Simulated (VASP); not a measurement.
# Mg2H6Os (Fm-3m) in VASP: single point with LDA

Aim: the single point of Mg2H6Os with LDA.

Program: VASP 6.6.1. These are calculated values, not measurements. Logs are shortened: lines on timing, memory, paths and dates and some standing lists are left out, and cuts for length are marked.

## (1) The cell of the first run

It takes space group Fm-3m (No. 225, cubic). Conventional cell: a = 6.635 Å, b = 6.635 Å, c = 6.635 Å, α = 90.00°, β = 90.00°, γ = 90.00°. Mg (site symmetry -43m) has 12 H at 2.35 Å and 4 Os at 2.87 Å within 3.1 Å. Within 2.2 Å of H (site symmetry 4mm) lie 1 Os at 1.68 Å. Within 2.2 Å of Os (site symmetry m-3m) lie 6 H at 1.68 Å.

## (2) Single point, LDA

Contents of INCAR:

```
PREC = Accurate ; ENCUT = 520
EDIFF = 1E-6 ; ISMEAR = -1
SIGMA = 0.1 ; LREAL = F
LASPH = T ; NELM = 60
ALGO = Normal ; ISIF = 2
LWAVE = F ; LCHARG = F
GGA = CA ; NBANDS = 19
```

Contents of KPOINTS:

```
regular mesh
0
Gamma
  4 4 4
```

Contents of POSCAR:

```
Mg2H6Os
1.0
    0.0000000000      3.3176350000      3.3176350000
    3.3176350000      0.0000000000      3.3176350000
    3.3176350000      3.3176350000      0.0000000000
Mg H Os
2 6 1
Direct
    0.7500000000      0.7500000000      0.7500000000
    0.2500000000      0.2500000000      0.2500000000
    0.7461650000      0.7461650000      0.2538350000
    0.2538350000      0.7461650000      0.2538350000
    0.7461650000      0.2538350000      0.2538350000
    0.2538350000      0.2538350000      0.7461650000
    0.7461650000      0.2538350000      0.7461650000
    0.2538350000      0.7461650000      0.7461650000
    0.0000000000      0.0000000000      0.0000000000
```

Potentials or basis: VASP PAW LDA potentials, release 64 (Mg, H, Os).

Run with:

```
$ cat potpaw_LDA.64/Mg/POTCAR potpaw_LDA.64/H/POTCAR potpaw_LDA.64/Os/POTCAR > POTCAR
$ mpirun -np 1 vasp_std > vasp.out
```

OUTCAR:

```text
PREC = Accurate
   ENCUT = 520
   EDIFF = 1E-6
   ISMEAR = -1
   LREAL = F
   LASPH = T
   NELM = 60
   ISIF = 2
   GGA = CA

 ion  position               nearest neighbor table
   1  0.750  0.750  0.750-   9 2.87   9 2.87   9 2.87   9 2.87   2 3.32   2 3.32   2 3.32   2 3.32
                             2 3.32   2 3.32
   2  0.250  0.250  0.250-   9 2.87   9 2.87   9 2.87   9 2.87   1 3.32   1 3.32   1 3.32   1 3.32
                             1 3.32   1 3.32
   3  0.746  0.746  0.254-   9 1.68
   4  0.254  0.746  0.254-   9 1.68
   5  0.746  0.254  0.254-   9 1.68
   6  0.254  0.254  0.746-   9 1.68
   7  0.746  0.254  0.746-   9 1.68
   8  0.254  0.746  0.746-   9 1.68
   9  0.000  0.000  0.000-   3 1.68   4 1.68   5 1.68   6 1.68   7 1.68   8 1.68   1 2.87   1 2.87
                             1 2.87   2 2.87   1 2.87   2 2.87   2 2.87   2 2.87

  LATTYP: Found a face centered cubic cell.
 ALAT       =     6.6352700000

  Lattice vectors:

 A1 = (   0.0000000000,   3.3176350000,   3.3176350000)
 A2 = (   3.3176350000,   0.0000000000,   3.3176350000)
 A3 = (   3.3176350000,   3.3176350000,   0.0000000000)

Analysis of symmetry for initial positions (statically):
=====================================================================
 Subroutine PRICEL returns:
 Original cell was already a primitive cell.

 Routine SETGRP: Setting up the symmetry group for a
 face centered cubic supercell.

 Subroutine GETGRP returns: Found 48 space group operations
 (whereof 48 operations were pure point group operations)
 out of a pool of 48 trial point group operations.

The static configuration has the point symmetry O_h .

Analysis of symmetry for dynamics (positions and initial velocities):
=====================================================================
 Subroutine PRICEL returns:
 Original cell was already a primitive cell.

 Routine SETGRP: Setting up the symmetry group for a
 face centered cubic supercell.

 Subroutine GETGRP returns: Found 48 space group operations
 (whereof 48 operations were pure point group operations)
 out of a pool of 48 trial point group operations.

The dynamic configuration has the point symmetry O_h .

 Subroutine INISYM returns: Found 48 space group operations
 (whereof 48 operations are pure point group operations),
 and found     1 'primitive' translations

----------------------------------------------------------------------------------------

                                     Primitive cell

  volume of cell :      73.0324

  direct lattice vectors                    reciprocal lattice vectors
     0.000000000  3.317635000  3.317635000    -0.150709768  0.150709768  0.150709768
     3.317635000  0.000000000  3.317635000     0.150709768 -0.150709768  0.150709768
     3.317635000  3.317635000  0.000000000     0.150709768  0.150709768 -0.150709768

  length of vectors
     4.691844412  4.691844412  4.691844412     0.261036975  0.261036975  0.261036975

  position of ions in fractional coordinates (direct lattice)
     0.750000000  0.750000000  0.750000000
     0.250000000  0.250000000  0.250000000
     0.746165000  0.746165000  0.253835000
     0.253835000  0.746165000  0.253835000
     0.746165000  0.253835000  0.253835000
     0.253835000  0.253835000  0.746165000
     0.746165000  0.253835000  0.746165000
     0.253835000  0.746165000  0.746165000
     0.000000000  0.000000000  0.000000000

  ion indices of the primitive-cell ions
   primitive index   ion index
                 1           1
                 2           2
                 3           3
                 4           4
                 5           5
                 6           6
                 7           7
                 8           8
                 9           9

----------------------------------------------------------------------------------------

 KPOINTS: regular mesh

Automatic generation of k-mesh.
 Grid dimensions read from file:
 generate k-points for:    4    4    4

 Generating k-lattice:

  Cartesian coordinates                     Fractional coordinates (reciprocal lattice)
    -0.037677442  0.037677442  0.037677442     0.250000000  0.000000000  0.000000000
     0.037677442 -0.037677442  0.037677442     0.000000000  0.250000000  0.000000000
     0.037677442  0.037677442 -0.037677442     0.000000000  0.000000000  0.250000000

  Length of vectors
     0.065259244  0.065259244  0.065259244

  Shift w.r.t. Gamma in fractional coordinates (k-lattice)
     0.000000000  0.000000000  0.000000000

 Subroutine IBZKPT returns following result:
 ===========================================

 Found      8 irreducible k-points:

 Following reciprocal coordinates:
            Coordinates               Weight
  0.000000  0.000000  0.000000      1.000000
  0.250000  0.000000  0.000000      8.000000
  0.500000  0.000000  0.000000      4.000000
  0.250000  0.250000  0.000000      6.000000
  0.500000  0.250000  0.000000     24.000000
 -0.250000  0.250000  0.000000     12.000000
  0.500000  0.500000  0.000000      3.000000
 -0.250000  0.500000  0.250000      6.000000
   k-points           NKPTS =      8   k-points in BZ     NKDIM =      8   number of bands    NBANDS=     19
   number of dos      NEDOS =    301   number of ions     NIONS =      9
   total plane-waves  NPLWV =  46656
   dimension x,y,z NGX =    36 NGY =   36 NGZ =   36
   dimension x,y,z NGXF=    72 NGYF=   72 NGZF=   72
   ions per type =               2   6   1
   NGX,Y,Z   is equivalent  to a cutoff of  12.76, 12.76, 12.76 a.u.
   NGXF,Y,Z  is equivalent  to a cutoff of  25.51, 25.51, 25.51 a.u.
 SYSTEM =  unknown system
   PREC   = accura    normal or accurate (medium, high low for compatibility)
   ISTART =      0    job   : 0-new  1-cont  2-samecut
   ICHARG =      2    charge: 1-file 2-atom 10-const
   ISPIN  =      1    spin polarized calculation?
   LNONCOLLINEAR =      F non collinear calculations
   LSORBIT =      F    spin-orbit coupling
   LASPH  =      T    aspherical Exc in radial PAW
   ENCUT  =  520.0 eV  38.22 Ry    6.18 a.u.   8.72  8.72  8.72*2*pi/ulx,y,z
   NELM   =     60;   NELMIN=  2; NELMDL= -5     # of ELM steps
   EDIFF  = 0.1E-05   stopping-criterion for ELM
   LREAL  =      F    real-space projection
   EDIFFG = 0.1E-04   stopping-criterion for IOM
   NSW    =      0    number of steps for IOM
   IBRION =     -1    ionic relax: 0-MD 1-quasi-New 2-CG
   NFREE  =      0    steps in history (QN), initial steepest desc. (CG)
   ISIF   =      2    stress and relaxation
   ISYM   =      2    0-nonsym 1-usesym 2-fastsym
   POTIM  = 0.5000    time-step for ionic-motion
   TEBEG  =    0.0;   TEEND  =   0.0 temperature during run
   PSTRESS=    0.0 pullay stress
   NELECT =      18.0000    total number of electrons
   NUPDOWN=      -1.0000    fix difference up-down
   EMIN   =  10.00;   EMAX   =-10.00  energy-range for DOS
   EFERMI =   0.00;   METHOD = LEGACY
   ISMEAR =    -1;   SIGMA  =   0.10  broadening in eV -4-tet -1-fermi 0-gaus
   EFERMI_NEDOS =   21; number of points for ismear=-14 and -15
   IALGO  =     38    algorithm
   IMIX   =      4    mixing-type and parameters
     AMIX     =   0.40;   BMIX     =  1.00
     AMIX_MAG =   1.60;   BMIX_MAG =  1.00
  volume/ion in A,a.u.               =       8.11        54.76
  Fermi-wavevector in a.u.,A,eV,Ry     =   1.026425  1.939661 14.334384  1.053548
  Thomas-Fermi vector in A             =   2.160317
   LORBIT       =      0    0 simple, 1 ext, 2 COOP (PROOUT), +10 PAW based schemes
   GGA     = CA    functional components
   LHFCALC =     F    Hartree Fock is set to
   AEXX    =    0.0000 exact exchange contribution
   IVDW    =     0    specifies the selected vdW correction
   LEPSILON=     F    determine dielectric tensor
   LRPA    =     F    only Hartree local field effects (RPA)
 non-spin polarized calculation
  energy-cutoff  :      520.00
  volume of cell :       73.03
 maximum number of plane-waves:      1989
 NGX is ok and might be reduce to    36
   NGX = 17   NGY = 17   NGZ = 17

 number of electron      18.0000001 magnetization

 Free energy of the ion-electron system (eV)
  ---------------------------------------------------
  ext. energy  EPLUGINS =         0.00000000
  ---------------------------------------------------
  free energy    TOTEN  =       -40.88004611 eV

  energy without entropy =      -40.88004600  energy(sigma->0) =      -40.88004606

 E-fermi :   3.5507     XC(G=0): -10.4108

 val. band max:        1.8224372479   @ k =  -0.2500   0.5000   0.2500
 cond. band min:       5.0525530076   @ k =   0.5000   0.5000   0.0000
 fundamental gap:      3.2301157597
 Fermi energy:         3.5507147452

 k-point     1 :       0.0000    0.0000    0.0000
  band No.  band energies     occupation
      1      -6.9339      2.00000
      2      -2.1104      2.00000
      3      -2.1104      2.00000
      4       0.5546      2.00000
      5       0.5546      2.00000
      6       0.5546      2.00000
[... 11 lines left out ...]
     18      10.2332      0.00000
     19      10.2333      0.00000

 k-point     2 :       0.2500    0.0000    0.0000
  band No.  band energies     occupation
      1      -6.3032      2.00000
      2      -2.3670      2.00000
      3      -2.3670      2.00000
      4      -1.5968      2.00000
      5       0.5470      2.00000
      6       0.5470      2.00000
[... 11 lines left out ...]
     18      12.3424      0.00000
     19      12.3424      0.00000

 k-point     3 :       0.5000    0.0000    0.0000
  band No.  band energies     occupation
      1      -4.9541      2.00000
      2      -3.7665      2.00000
      3      -2.5883      2.00000
      4      -2.5883      2.00000
      5       1.0409      2.00000
      6       1.0682      2.00000
[... 82 lines left out ...]
      1      -4.7958      2.00000
      2      -2.8275      2.00000
      3      -2.5210      2.00000
      4      -1.7614      2.00000
      5      -0.7837      2.00000
      6      -0.7837      2.00000
[... 11 lines left out ...]
     18      12.1775      0.00000
     19      13.0864      0.00000

 k-point     8 :      -0.2500    0.5000    0.2500
  band No.  band energies     occupation
      1      -4.0529      2.00000
      2      -3.9667      2.00000
      3      -2.0815      2.00000
      4      -1.9792      2.00000
      5      -1.9792      2.00000
      6       0.0250      2.00000
[... 11 lines left out ...]
     18      12.7954      0.00000
     19      13.8562      0.00000

------------------------ aborting loop because EDIFF is reached ----------------------------------------

  FORCE on cell =-STRESS in cart. coord.  units (eV):
  Direction    XX          YY          ZZ          XY          YZ          ZX
  --------------------------------------------------------------------------------------
  -------------------------------------------------------------------------------------
  Total       -1.1693905     -1.1693905     -1.1693905      0.0000000     -0.0000000      0.0000000
  in kB      -25.6539546    -25.6539546    -25.6539546      0.0000000     -0.0000000      0.0000000
  external PRESSURE =     -25.6539546 kB  Pullay stress =       0.0000000 kB

 VOLUME and BASIS-vectors are now :
 -----------------------------------------------------------------------------
  energy-cutoff  :      520.00
  volume of cell :       73.03
      direct lattice vectors                 reciprocal lattice vectors
     0.000000000  3.317635000  3.317635000    -0.150709768  0.150709768  0.150709768
     3.317635000  0.000000000  3.317635000     0.150709768 -0.150709768  0.150709768
     3.317635000  3.317635000  0.000000000     0.150709768  0.150709768 -0.150709768

 POSITION                                       TOTAL-FORCE (eV/Angst)
 -----------------------------------------------------------------------------------
      4.97645      4.97645      4.97645         0.000000     -0.000000     -0.000000
      1.65882      1.65882      1.65882        -0.000000     -0.000000      0.000000
      3.31764      3.31764      4.95101         0.000000      0.000000     -0.144177
      3.31764      1.68426      3.31764         0.000000      0.144177      0.000000
      1.68426      3.31764      3.31764         0.144177      0.000000      0.000000
      3.31764      3.31764      1.68426         0.000000      0.000000      0.144177
      3.31764      4.95101      3.31764         0.000000     -0.144177      0.000000
      4.95101      3.31764      3.31764        -0.144177      0.000000      0.000000
      0.00000      0.00000      0.00000         0.000000      0.000000      0.000000
 -----------------------------------------------------------------------------------
    total drift:                               -0.000000      0.000000     -0.000000

  FREE ENERGIE OF THE ION-ELECTRON SYSTEM (eV)
  ---------------------------------------------------
  free  energy   TOTEN  =       -40.8800461100 eV

  energy  without entropy=      -40.8800460022  energy(sigma->0) =      -40.88004606
```

Run time: 29 s. Hardware: 1 thread of AMD EPYC 7R13, shared host; peak memory 0.15 GiB.

Results:

```
Free energy            : -40.8800 eV
Pressure               : -2.6 GPa
Largest force          : 0.144 eV/Å
Band gap on the k mesh : 3.23 eV, indirect (the least direct gap lies 0.4 meV higher)
```

Forces in eV/Å, atoms in the order of the input:
```
Mg   0.000  0.000  0.000
Mg   0.000  0.000  0.000
H    0.000  0.000 -0.144
H    0.000  0.144  0.000
H    0.144  0.000  0.000
H    0.000  0.000  0.144
H    0.000 -0.144  0.000
H   -0.144  0.000  0.000
Os   0.000  0.000  0.000
```

Levels at points of the mesh, in eV from the valence-band top:
| k point | band 5 | band 6 | band 7 | band 8 | band 9 | band 10 | band 11 | band 12 | band 13 | band 14 |
| --- | --- | --- | --- | --- | --- | --- | --- | --- | --- | --- |
| (0.00, 0.00, 0.00) | -1.27 | -1.27 | -1.11 | -1.11 | -1.11 | 5.88 | 6.30 | 7.07 | 7.07 | 7.07 |
| (0.50, 0.00, 0.00) | -0.78 | -0.75 | -0.75 | -0.45 | -0.45 | 3.65 | 5.56 | 5.56 | 6.43 | 7.03 |
| (0.50, 0.50, 0.00) | -2.61 | -2.61 | -1.88 | 0.00 | 0.00 | 3.23 | 5.77 | 7.11 | 9.01 | 9.06 |

Caveat: spin-orbit coupling is left out, which moves the levels of the heavy elements. A k mesh can miss the band edges.
